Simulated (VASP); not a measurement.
# NaCl (Pm-3m) in VASP: notebook

The runs below take NaCl through single point, with HSE06, PBE+D3(BJ), PBE+D4, PBE.

All numbers are computed with VASP 6.6.1; they aren't measurements. Logs are shortened: lines on timing, memory, paths and dates and some standing lists are left out, and cuts for length are marked.

### 1 The cell of the first run

It takes space group Pm-3m (No. 221, cubic). The conventional cell has a = 3.571 Å, b = 3.571 Å, c = 3.571 Å, α = 90.00°, β = 90.00°, γ = 90.00°. Within 4.1 Å of Cl (site symmetry m-3m) lie 8 Na at 3.09 Å and 6 Cl at 3.57 Å. Na (site symmetry m-3m) has 8 Cl at 3.09 Å and 6 Na at 3.57 Å within 4.1 Å.

### 2 Single point, HSE06

Contents of POSCAR:

```
NaCl
1.0
    3.5708778306      0.0000000000      0.0000000000
    0.0000000000      3.5708778306      0.0000000000
    0.0000000000      0.0000000000      3.5708778306
Cl Na
1 1
Direct
    0.5000000000      0.5000000000      0.5000000000
    0.0000000000      0.0000000000      0.0000000000
```

Contents of INCAR.step1:

```
ALGO = Normal
EDIFF = 1E-5
ENCUT = 520
GGA = PE
ISIF = 2
ISMEAR = -1
LASPH = T
LCHARG = F
LREAL = F
LWAVE = T
NBANDS = 14
NELM = 80
PREC = Accurate
SIGMA = 0.05
```

Contents of INCAR.step2:

```
ALGO = Normal
EDIFF = 1E-6
ENCUT = 520
GGA = PE
HFSCREEN = 0.2079
ISIF = 2
ISMEAR = -1
ISTART = 1
LASPH = T
LCHARG = F
LHFCALC = T
LREAL = F
LWAVE = F
NBANDS = 14
NELM = 80
PREC = Accurate
PRECFOCK = Normal
SIGMA = 0.05
```

Contents of KPOINTS:

```
k-points
0
Gamma
  4 4 4
```

Potentials or basis: VASP PAW PBE potentials, release 64 (Cl, Na_pv).

The run is started by

```bash
cat potpaw_PBE.64/Cl/POTCAR potpaw_PBE.64/Na_pv/POTCAR > POTCAR
cp INCAR.step1 INCAR
mpirun -np 1 vasp_std > vasp.out
cp INCAR.step2 INCAR
mpirun -np 1 vasp_std > vasp.out
```

OUTCAR:

```text
EDIFF = 1E-6
   ENCUT = 520
   GGA = PE
   HFSCREEN = 0.2079
   ISIF = 2
   ISMEAR = -1
   ISTART = 1
   LASPH = T
   LHFCALC = T
   LREAL = F
   NELM = 80
   PREC = Accurate
   PRECFOCK = Normal

 ion  position               nearest neighbor table
   1  0.500  0.500  0.500-
   2  0.000  0.000  0.000-

  LATTYP: Found a simple cubic cell.
 ALAT       =     3.5708778306

  Lattice vectors:

 A1 = (   3.5708778306,   0.0000000000,   0.0000000000)
 A2 = (   0.0000000000,   3.5708778306,   0.0000000000)
 A3 = (   0.0000000000,   0.0000000000,   3.5708778306)

Analysis of symmetry for initial positions (statically):
=====================================================================
 Subroutine PRICEL returns:
 Original cell was already a primitive cell.

 Routine SETGRP: Setting up the symmetry group for a
 simple cubic supercell.

 Subroutine GETGRP returns: Found 48 space group operations
 (whereof 48 operations were pure point group operations)
 out of a pool of 48 trial point group operations.

The static configuration has the point symmetry O_h .

Analysis of symmetry for dynamics (positions and initial velocities):
=====================================================================
 Subroutine PRICEL returns:
 Original cell was already a primitive cell.

 Routine SETGRP: Setting up the symmetry group for a
 simple cubic supercell.

 Subroutine GETGRP returns: Found 48 space group operations
 (whereof 48 operations were pure point group operations)
 out of a pool of 48 trial point group operations.

The dynamic configuration has the point symmetry O_h .

 Subroutine INISYM returns: Found 48 space group operations
 (whereof 48 operations are pure point group operations),
 and found     1 'primitive' translations

----------------------------------------------------------------------------------------

                                     Primitive cell

  volume of cell :      45.5329

  direct lattice vectors                    reciprocal lattice vectors
     3.570877831  0.000000000  0.000000000     0.280043185  0.000000000  0.000000000
     0.000000000  3.570877831  0.000000000     0.000000000  0.280043185  0.000000000
     0.000000000  0.000000000  3.570877831     0.000000000  0.000000000  0.280043185
[... 83 lines left out ...]
   EFERMI =   0.00;   METHOD = LEGACY
   ISMEAR =    -1;   SIGMA  =   0.05  broadening in eV -4-tet -1-fermi 0-gaus
   EFERMI_NEDOS =   21; number of points for ismear=-14 and -15
   IALGO  =     38    algorithm
   IMIX   =      1    mixing-type and parameters
     AMIX     =   0.40;   BMIX     =  1.00
     AMIX_MAG =   1.60;   BMIX_MAG =  1.00
  volume/ion in A,a.u.               =      22.77       153.64
  Fermi-wavevector in a.u.,A,eV,Ry     =   1.104950  2.088052 16.611542  1.220914
  Thomas-Fermi vector in A             =   2.241430
   LORBIT       =      0    0 simple, 1 ext, 2 COOP (PROOUT), +10 PAW based schemes
   GGA     = PE    functional components
   LHFCALC =     T    Hartree Fock is set to
   PRECFOCK=normal    Normal, Fast or Accurate (Low or Medium for compatibility)
   ENCUT4O =  -1.0   cutoff for four orbital integrals eV
   NKREDX  =     1    reduce k-point grid by
   NKREDY  =     1    reduce k-point grid by
   NKREDZ  =     1    reduce k-point grid by
   AEXX    =    0.2500 exact exchange contribution
   HFSCREEN=    0.2079 screening length (either q_TF or 0.3 A-1)
   HFSCREENC=   0.2079 screening length for correlation (either q_TF or 0.3 A-1)
   ENCUTFOCK=  -1.0 apply spherical cutoff to Coloumb kernel
   IVDW    =     0    specifies the selected vdW correction
   LEPSILON=     F    determine dielectric tensor
   LRPA    =     F    only Hartree local field effects (RPA)
 non-spin polarized calculation
  energy-cutoff  :      520.00
  volume of cell :       45.53
 maximum number of plane-waves:      1245
 NGX is ok and might be reduce to    28
  NGX = 20; NGY = 20; NGZ = 20

 number of electron      14.0000004 magnetization

 Free energy of the ion-electron system (eV)
  ---------------------------------------------------
  ext. energy  EPLUGINS =         0.00000000
  ---------------------------------------------------
  free energy    TOTEN  =        -7.53328443 eV

  energy without entropy =       -7.53328443  energy(sigma->0) =       -7.53328443

 E-fermi :   0.1805     XC(G=0):  -6.8053

 val. band max:       -0.8807697652   @ k =   0.5000   0.5000   0.0000
 cond. band min:       4.2083351861   @ k =   0.0000   0.0000   0.0000
 fundamental gap:      5.0891049513
 Fermi energy:         0.1804837571

 k-point     1 :       0.0000    0.0000    0.0000
  band No.  band energies     occupation
      1     -25.1871      2.00000
      2     -25.1871      2.00000
      3     -25.1871      2.00000
      4     -15.3038      2.00000
      5      -1.3623      2.00000
      6      -1.3623      2.00000
      7      -1.3623      2.00000
      8       4.2083      0.00000
      9       9.0814      0.00000
     10       9.0814      0.00000
     11      15.9422      0.00000
     12      15.9422      0.00000
     13      15.9422      0.00000
     14      16.5757      0.00000
[... 139 lines left out ...]
      1     -25.2064      2.00000
      2     -25.2064      2.00000
      3     -25.2064      2.00000
      4     -14.4697      2.00000
      5      -2.6915      2.00000
      6      -2.6915      2.00000
      7      -2.6915      2.00000
      8       7.5318      0.00000
      9       7.5318      0.00000
     10       7.5318      0.00000
     11      11.9025      0.00000
     12      16.1832      0.00000
     13      16.1832      0.00000
     14      16.1832      0.00000

------------------------ aborting loop because EDIFF is reached ----------------------------------------

  FORCE on cell =-STRESS in cart. coord.  units (eV):
  Direction    XX          YY          ZZ          XY          YZ          ZX
  --------------------------------------------------------------------------------------
  -------------------------------------------------------------------------------------
  Total       -0.4715924     -0.4715924     -0.4715924     -0.0000000      0.0000000     -0.0000000
  in kB      -16.5940506    -16.5940506    -16.5940506     -0.0000000      0.0000000     -0.0000000
  external PRESSURE =     -16.5940506 kB  Pullay stress =       0.0000000 kB

 VOLUME and BASIS-vectors are now :
 -----------------------------------------------------------------------------
  energy-cutoff  :      520.00
  volume of cell :       45.53
      direct lattice vectors                 reciprocal lattice vectors
     3.570877831  0.000000000  0.000000000     0.280043185  0.000000000  0.000000000
     0.000000000  3.570877831  0.000000000     0.000000000  0.280043185  0.000000000
     0.000000000  0.000000000  3.570877831     0.000000000  0.000000000  0.280043185

 POSITION                                       TOTAL-FORCE (eV/Angst)
 -----------------------------------------------------------------------------------
      1.78544      1.78544      1.78544         0.000000      0.000000      0.000000
      0.00000      0.00000      0.00000         0.000000      0.000000      0.000000
 -----------------------------------------------------------------------------------
    total drift:                               -0.000046     -0.000105     -0.000107

  FREE ENERGIE OF THE ION-ELECTRON SYSTEM (eV)
  ---------------------------------------------------
  free  energy   TOTEN  =        -7.5332844296 eV

  energy  without entropy=       -7.5332844295  energy(sigma->0) =       -7.53328443
```

OUTCAR.step1:

```text
EDIFF = 1E-5
   ENCUT = 520
   GGA = PE
   ISIF = 2
   ISMEAR = -1
[... 374 lines left out ...]
 -----------------------------------------------------------------------------------
      1.78544      1.78544      1.78544         0.000000      0.000000      0.000000
      0.00000      0.00000      0.00000         0.000000      0.000000      0.000000
 -----------------------------------------------------------------------------------
    total drift:                               -0.000000      0.000000      0.000000

  FREE ENERGIE OF THE ION-ELECTRON SYSTEM (eV)
  ---------------------------------------------------
  free  energy   TOTEN  =        -6.4519728197 eV

  energy  without entropy=       -6.4519728196  energy(sigma->0) =       -6.45197282
```

OSZICAR.step1:

```text
N       E                     dE             d eps       ncg     rms          rms(c)
DAV:   1     0.962819275105E+02    0.96282E+02   -0.69253E+03   286   0.103E+03
DAV:   2     0.103999206040E+01   -0.95242E+02   -0.86956E+02   304   0.273E+02
DAV:   3    -0.660794155682E+01   -0.76479E+01   -0.75942E+01   352   0.690E+01
DAV:   4    -0.672675667926E+01   -0.11882E+00   -0.11878E+00   304   0.923E+00
DAV:   5    -0.672936659135E+01   -0.26099E-02   -0.26095E-02   382   0.138E+00    0.224E+00
DAV:   6    -0.648379885146E+01    0.24557E+00   -0.34382E-01   356   0.341E+00    0.160E+00
DAV:   7    -0.645197643607E+01    0.31822E-01   -0.93286E-02   386   0.177E+00    0.111E+00
DAV:   8    -0.645205197197E+01   -0.75536E-04   -0.11586E-02   304   0.945E-01    0.388E-01
DAV:   9    -0.645187061726E+01    0.18135E-03   -0.38222E-04   370   0.147E-01    0.207E-01
DAV:  10    -0.645197562760E+01   -0.10501E-03   -0.29613E-04   304   0.117E-01    0.335E-02
DAV:  11    -0.645197281965E+01    0.28080E-05   -0.10306E-05   304   0.277E-02
   1 F= -.64519728E+01 E0= -.64519728E+01  d E =-.553227E-10
```

Wall time 2.8 min (1 thread of Intel Xeon Platinum 8259CL at 2.50GHz (Skylake/Cascade Lake), shared host); peak memory 0.25 GiB.

Results:

- Free energy: -7.5333 eV
- Pressure: -1.7 GPa
- Band gap on the k mesh: 5.09 eV (least direct gap 5.57 eV)

Caveat: the k points lie up to 0.44 Å⁻¹ apart; the PAW data sets were made with another functional, which shifts forces and pressure a little.

(Continued in part 2 of 2.)
